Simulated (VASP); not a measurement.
# Sb2Se3 (Pnma) in VASP: single point with r2SCAN

Aim: the single point of Sb2Se3 with r2SCAN.

All numbers are computed with VASP 6.6.1; they aren't measurements. Logs are shortened: lines on timing, memory, paths and dates and some standing lists are left out, and cuts for length are marked.

### 1 The cell of the first run

The structure is orthorhombic, space group Pnma (No. 62). The conventional cell has a = 12.437 Å, b = 3.999 Å, c = 11.765 Å, α = 90.00°, β = 90.00°, γ = 90.00°. Sb (site symmetry m) has 6 Se at 2.65 to 3.36 Å within 3.5 Å. Sb (site symmetry m) has 5 Se at 2.59 to 2.99 Å within 3.4 Å. Se (site symmetry m) has 5 Sb at 2.59 to 3.29 Å within 3.4 Å. Within 3.8 Å of Se (site symmetry m) lie 5 Sb at 2.68 to 3.68 Å and 3 Se at 3.55 to 3.73 Å. Se (site symmetry m) has 4 Sb at 2.65 to 4.13 Å and 10 Se at 3.55 to 4.22 Å within 4.3 Å.

### 2 Single point, r2SCAN

Contents of POSCAR:

```
Sb2Se3
1.0
   12.4372936935      0.0000000000      0.0000000000
    0.0000000000      3.9988930333      0.0000000000
    0.0000000000      0.0000000000     11.7649086886
Sb Se
8 12
Direct
    0.0373566278      0.2500000000      0.3290133526
    0.9626433722      0.7500000000      0.6709866474
    0.4626433722      0.7500000000      0.8290133526
    0.5373566278      0.2500000000      0.1709866474
    0.1393113411      0.7500000000      0.0368513459
    0.8606886589      0.2500000000      0.9631486541
    0.3606886589      0.2500000000      0.5368513459
    0.6393113411      0.7500000000      0.4631486541
    0.0504249217      0.2500000000      0.8729467944
    0.9495750783      0.7500000000      0.1270532056
    0.4495750783      0.7500000000      0.3729467944
    0.5504249217      0.2500000000      0.6270532056
    0.1280939786      0.7500000000      0.4457419530
    0.8719060214      0.2500000000      0.5542580470
    0.3719060214      0.2500000000      0.9457419530
    0.6280939786      0.7500000000      0.0542580470
    0.2055141611      0.2500000000      0.1903910486
    0.7944858389      0.7500000000      0.8096089514
    0.2944858389      0.7500000000      0.6903910486
    0.7055141611      0.2500000000      0.3096089514
```

Contents of INCAR.step1:

```
ALGO = Normal
EDIFF = 1E-4
ENCUT = 520
GGA = PE
ISMEAR = -1
LASPH = T
LCHARG = F
LREAL = Auto
LWAVE = T
NBANDS = 72
NELM = 80
PREC = Accurate
SIGMA = 0.02
```

Contents of INCAR.step2:

```
ALGO = Normal
EDIFF = 1E-6
ENCUT = 520
ISIF = 2
ISMEAR = -1
ISTART = 1
LASPH = T
LCHARG = F
LMIXTAU = T
LREAL = Auto
LWAVE = F
METAGGA = R2SCAN
NBANDS = 72
NELM = 80
PREC = Accurate
SIGMA = 0.02
```

Contents of KPOINTS:

```
k-points
0
Gamma
  2 6 2
```

Potentials or basis: VASP PAW PBE potentials, release 64 (Sb, Se).

Command:

```sh
cat potpaw_PBE.64/Sb/POTCAR potpaw_PBE.64/Se/POTCAR > POTCAR
cp INCAR.step1 INCAR
mpirun -np 1 vasp_std > vasp.out
cp INCAR.step2 INCAR
mpirun -np 1 vasp_std > vasp.out
```

OUTCAR:

```text
EDIFF = 1E-6
   ENCUT = 520
   ISIF = 2
   ISMEAR = -1
   ISTART = 1
   LASPH = T
   LREAL = Auto
   METAGGA = R2SCAN
   NELM = 80
   PREC = Accurate

 ion  position               nearest neighbor table
   1  0.037  0.250  0.329-  17 2.65  13 2.68  13 2.68
   2  0.963  0.750  0.671-  18 2.65  14 2.68  14 2.68
   3  0.463  0.750  0.829-  19 2.65  15 2.68  15 2.68
   4  0.537  0.250  0.171-  20 2.65  16 2.68  16 2.68
   5  0.139  0.750  0.037-  10 2.59  17 2.82  17 2.82   9 2.99   9 2.99
   6  0.861  0.250  0.963-   9 2.59  18 2.82  18 2.82  10 2.99  10 2.99
   7  0.361  0.250  0.537-  12 2.59  19 2.82  19 2.82  11 2.99  11 2.99
   8  0.639  0.750  0.463-  11 2.59  20 2.82  20 2.82  12 2.99  12 2.99
   9  0.050  0.250  0.873-   6 2.59   5 2.99   5 2.99
  10  0.950  0.750  0.127-   5 2.59   6 2.99   6 2.99
  11  0.450  0.750  0.373-   8 2.59   7 2.99   7 2.99
  12  0.550  0.250  0.627-   7 2.59   8 2.99   8 2.99
  13  0.128  0.750  0.446-   1 2.68   1 2.68
  14  0.872  0.250  0.554-   2 2.68   2 2.68
  15  0.372  0.250  0.946-   3 2.68   3 2.68
  16  0.628  0.750  0.054-   4 2.68   4 2.68
  17  0.206  0.250  0.190-   1 2.65   5 2.82   5 2.82
  18  0.794  0.750  0.810-   2 2.65   6 2.82   6 2.82
  19  0.294  0.750  0.690-   3 2.65   7 2.82   7 2.82
  20  0.706  0.250  0.310-   4 2.65   8 2.82   8 2.82

  LATTYP: Found a simple orthorhombic cell.
 ALAT       =     3.9988930333
 B/A-ratio  =     2.9420413576
 C/A-ratio  =     3.1101841409

  Lattice vectors:

 A1 = (   0.0000000000,   3.9988930333,   0.0000000000)
 A2 = (   0.0000000000,   0.0000000000,  11.7649086886)
 A3 = (  12.4372936935,   0.0000000000,   0.0000000000)

Analysis of symmetry for initial positions (statically):
=====================================================================
 Subroutine PRICEL returns:
 Original cell was already a primitive cell.

 Routine SETGRP: Setting up the symmetry group for a
 simple orthorhombic supercell.

 Subroutine GETGRP returns: Found  8 space group operations
 (whereof  2 operations were pure point group operations)
 out of a pool of  8 trial point group operations.

The static configuration has the point symmetry S_2 .
 The point group associated with its full space group is D_2h.

Analysis of symmetry for dynamics (positions and initial velocities):
=====================================================================
 Subroutine PRICEL returns:
 Original cell was already a primitive cell.

 Routine SETGRP: Setting up the symmetry group for a
 simple orthorhombic supercell.

 Subroutine GETGRP returns: Found  8 space group operations
 (whereof  2 operations were pure point group operations)
 out of a pool of  8 trial point group operations.

The dynamic configuration has the point symmetry S_2 .
 The point group associated with its full space group is D_2h.

 Subroutine INISYM returns: Found  8 space group operations
 (whereof  2 operations are pure point group operations),
 and found     1 'primitive' translations

----------------------------------------------------------------------------------------

                                     Primitive cell

  volume of cell :     585.1325

  direct lattice vectors                    reciprocal lattice vectors
    12.437293693  0.000000000  0.000000000     0.080403344  0.000000000  0.000000000
     0.000000000  3.998893033  0.000000000     0.000000000  0.250069205  0.000000000
     0.000000000  0.000000000 11.764908689     0.000000000  0.000000000  0.084998535

  length of vectors
    12.437293693  3.998893033 11.764908689     0.080403344  0.250069205  0.084998535

  position of ions in fractional coordinates (direct lattice)
     0.037356628  0.250000000  0.329013353
     0.962643372  0.750000000  0.670986647
     0.462643372  0.750000000  0.829013353
     0.537356628  0.250000000  0.170986647
     0.139311341  0.750000000  0.036851346
     0.860688659  0.250000000  0.963148654
[... 12 lines left out ...]
     0.294485839  0.750000000  0.690391049
     0.705514161  0.250000000  0.309608951

  ion indices of the primitive-cell ions
   primitive index   ion index
                 1           1
                 2           2
                 3           3
                 4           4
                 5           5
                 6           6
[... 12 lines left out ...]
                19          19
                20          20

----------------------------------------------------------------------------------------

 KPOINTS: k-points

Automatic generation of k-mesh.
 Grid dimensions read from file:
 generate k-points for:    2    6    2

 Generating k-lattice:

  Cartesian coordinates                     Fractional coordinates (reciprocal lattice)
     0.040201672  0.000000000  0.000000000     0.500000000  0.000000000  0.000000000
     0.000000000  0.041678201  0.000000000     0.000000000  0.166666667  0.000000000
     0.000000000  0.000000000  0.042499267     0.000000000  0.000000000  0.500000000

  Length of vectors
     0.040201672  0.041678201  0.042499267

  Shift w.r.t. Gamma in fractional coordinates (k-lattice)
     0.000000000  0.000000000  0.000000000

 Subroutine IBZKPT returns following result:
 ===========================================

 Found     16 irreducible k-points:

 Following reciprocal coordinates:
            Coordinates               Weight
  0.000000  0.000000  0.000000      1.000000
  0.500000  0.000000  0.000000      1.000000
  0.000000  0.166667  0.000000      2.000000
  0.500000  0.166667  0.000000      2.000000
  0.000000  0.333333  0.000000      2.000000
  0.500000  0.333333  0.000000      2.000000
[... 8 lines left out ...]
  0.000000  0.500000  0.500000      1.000000
  0.500000  0.500000  0.500000      1.000000
   k-points           NKPTS =     16   k-points in BZ     NKDIM =     16   number of bands    NBANDS=     72
   number of dos      NEDOS =    301   number of ions     NIONS =     20
   total plane-waves  NPLWV = 259200
   dimension x,y,z NGX =    96 NGY =   30 NGZ =   90
   dimension x,y,z NGXF=   192 NGYF=   60 NGZF=  180
   ions per type =               8  12
   NGX,Y,Z   is equivalent  to a cutoff of  12.83, 12.47, 12.72 a.u.
   NGXF,Y,Z  is equivalent  to a cutoff of  25.66, 24.94, 25.44 a.u.
 SYSTEM =  unknown system
   PREC   = accura    normal or accurate (medium, high low for compatibility)
   ISTART =      1    job   : 0-new  1-cont  2-samecut
   ICHARG =      0    charge: 1-file 2-atom 10-const
   ISPIN  =      1    spin polarized calculation?
   LNONCOLLINEAR =      F non collinear calculations
   LSORBIT =      F    spin-orbit coupling
   LASPH  =      T    aspherical Exc in radial PAW
   ENCUT  =  520.0 eV  38.22 Ry    6.18 a.u.  23.13  7.44 21.87*2*pi/ulx,y,z
   NELM   =     80;   NELMIN=  2; NELMDL=  0     # of ELM steps
   EDIFF  = 0.1E-05   stopping-criterion for ELM
   LREAL  =      T    real-space projection
   EDIFFG = 0.1E-04   stopping-criterion for IOM
   NSW    =      0    number of steps for IOM
   IBRION =     -1    ionic relax: 0-MD 1-quasi-New 2-CG
   NFREE  =      0    steps in history (QN), initial steepest desc. (CG)
   ISIF   =      2    stress and relaxation
   ISYM   =      2    0-nonsym 1-usesym 2-fastsym
   POTIM  = 0.5000    time-step for ionic-motion
   TEBEG  =    0.0;   TEEND  =   0.0 temperature during run
   PSTRESS=    0.0 pullay stress
   NELECT =     112.0000    total number of electrons
   NUPDOWN=      -1.0000    fix difference up-down
   EMIN   =  10.00;   EMAX   =-10.00  energy-range for DOS
   EFERMI =   0.00;   METHOD = LEGACY
   ISMEAR =    -1;   SIGMA  =   0.02  broadening in eV -4-tet -1-fermi 0-gaus
   EFERMI_NEDOS =   21; number of points for ismear=-14 and -15
   IALGO  =     38    algorithm
   IMIX   =      4    mixing-type and parameters
     AMIX     =   0.40;   BMIX     =  1.00
     AMIX_MAG =   1.60;   BMIX_MAG =  1.00
  volume/ion in A,a.u.               =      29.26       197.43
  Fermi-wavevector in a.u.,A,eV,Ry     =   0.943473  1.782905 12.111105  0.890141
  Thomas-Fermi vector in A             =   2.071184
   LORBIT       =      0    0 simple, 1 ext, 2 COOP (PROOUT), +10 PAW based schemes
   METAGGA = R2SCAN    functional components
   LHFCALC =     F    Hartree Fock is set to
   AEXX    =    0.0000 exact exchange contribution
   IVDW    =     0    specifies the selected vdW correction
   LEPSILON=     F    determine dielectric tensor
   LRPA    =     F    only Hartree local field effects (RPA)
 non-spin polarized calculation
  energy-cutoff  :      520.00
  volume of cell :      585.13
 maximum number of plane-waves:     15824
 NGX is ok and might be reduce to    96
   NGX = 47   NGY = 15   NGZ = 43

 number of electron     111.9999986 magnetization

 Free energy of the ion-electron system (eV)
  ---------------------------------------------------
  ext. energy  EPLUGINS =         0.00000000
  ---------------------------------------------------
  free energy    TOTEN  =      -383.06628512 eV

  energy without entropy =     -383.06628512  energy(sigma->0) =     -383.06628512

 E-fermi :   4.0734     XC(G=0):  -9.3636

 val. band max:        3.6368668130   @ k =   0.5000   0.0000   0.0000
 cond. band min:       4.8022706720   @ k =   0.0000   0.0000   0.5000
 fundamental gap:      1.1654038590
 Fermi energy:         4.0734315619

 k-point     1 :       0.0000    0.0000    0.0000
  band No.  band energies     occupation
      1     -10.9255      2.00000
      2     -10.7292      2.00000
      3     -10.3868      2.00000
      4     -10.2661      2.00000
      5     -10.1270      2.00000
      6      -9.9901      2.00000
[... 60 lines left out ...]
     67       6.3332      0.00000
     68       6.6087      0.00000

 k-point     2 :       0.5000    0.0000    0.0000
  band No.  band energies     occupation
      1     -10.8429      2.00000
      2     -10.8429      2.00000
      3     -10.3084      2.00000
      4     -10.3084      2.00000
      5     -10.0710      2.00000
      6     -10.0710      2.00000
[... 983 lines left out ...]
     67       6.8494      0.00000
     68       6.8494      0.00000

 k-point    16 :       0.5000    0.5000    0.5000
  band No.  band energies     occupation
      1      -9.5137      2.00000
      2      -9.5137      2.00000
      3      -9.5137      2.00000
      4      -9.5137      2.00000
      5      -9.3136      2.00000
      6      -9.3136      2.00000
[... 60 lines left out ...]
     67       6.8790      0.00000
     68       6.8790      0.00000
 [bands above 68 left out]

------------------------ aborting loop because EDIFF is reached ----------------------------------------

  FORCE on cell =-STRESS in cart. coord.  units (eV):
  Direction    XX          YY          ZZ          XY          YZ          ZX
  --------------------------------------------------------------------------------------
  -------------------------------------------------------------------------------------
  Total        0.4648400     -0.0502643      0.1115510      0.0000000      0.0000000      0.0000000
  in kB        1.2727990     -0.1376308      0.3054427      0.0000000      0.0000000      0.0000000
  external PRESSURE =       0.4802036 kB  Pullay stress =       0.0000000 kB

 VOLUME and BASIS-vectors are now :
 -----------------------------------------------------------------------------
  energy-cutoff  :      520.00
  volume of cell :      585.13
      direct lattice vectors                 reciprocal lattice vectors
    12.437293693  0.000000000  0.000000000     0.080403344  0.000000000  0.000000000
     0.000000000  3.998893033  0.000000000     0.000000000  0.250069205  0.000000000
     0.000000000  0.000000000 11.764908689     0.000000000  0.000000000  0.084998535

 POSITION                                       TOTAL-FORCE (eV/Angst)
 -----------------------------------------------------------------------------------
      0.46462      0.99972      3.87081        -0.050807     -0.000000     -0.019688
     11.97268      2.99917      7.89410         0.050807     -0.000000      0.019688
      5.75403      2.99917      9.75327         0.050807     -0.000000     -0.019688
      6.68326      0.99972      2.01164        -0.050807     -0.000000      0.019688
      1.73266      2.99917      0.43355         0.028179      0.000000     -0.033151
     10.70464      0.99972     11.33136        -0.028179      0.000000      0.033151
[... 12 lines left out ...]
      3.66261      2.99917      8.12239        -0.025772     -0.000000     -0.005858
      8.77469      0.99972      3.64252         0.025772     -0.000000      0.005858
 -----------------------------------------------------------------------------------
    total drift:                                0.000000     -0.000000     -0.000000

  FREE ENERGIE OF THE ION-ELECTRON SYSTEM (eV)
  ---------------------------------------------------
  free  energy   TOTEN  =      -383.0662851232 eV

  energy  without entropy=     -383.0662851231  energy(sigma->0) =     -383.06628512
```

Run time: 69 min. Hardware: 1 thread of Oxide Virtual Turin-like, shared host; peak memory 0.83 GiB.

What came out:

```
Free energy            : -383.0663 eV
Pressure               : 0.0 GPa
Largest force          : 0.054 eV/Å
Band gap on the k mesh : 1.17 eV (least direct gap 1.28 eV)
```

Forces in eV/Å, atoms in the order of the input:
```
Sb  -0.051  0.000 -0.020
Sb   0.051  0.000  0.020
Sb   0.051  0.000 -0.020
Sb  -0.051  0.000  0.020
Sb   0.028  0.000 -0.033
Sb  -0.028  0.000  0.033
Sb  -0.028  0.000 -0.033
Sb   0.028  0.000  0.033
Se   0.042  0.000 -0.014
Se  -0.042  0.000  0.014
Se  -0.042  0.000 -0.014
Se   0.042  0.000  0.014
Se   0.020  0.000  0.029
Se  -0.020  0.000 -0.029
Se  -0.020  0.000  0.029
Se   0.020  0.000 -0.029
Se   0.026  0.000 -0.006
Se  -0.026  0.000  0.006
Se  -0.026  0.000 -0.006
Se   0.026  0.000  0.006
```

Stress tensor (GPa, compression positive):
```
 0.13  0.00  0.00
 0.00 -0.01  0.00
 0.00  0.00  0.03
```

Caveat: the PAW data sets were made with another functional, which shifts forces and pressure a little; spin-orbit coupling is left out, which moves the levels of the heavy elements. A k mesh can miss the band edges.
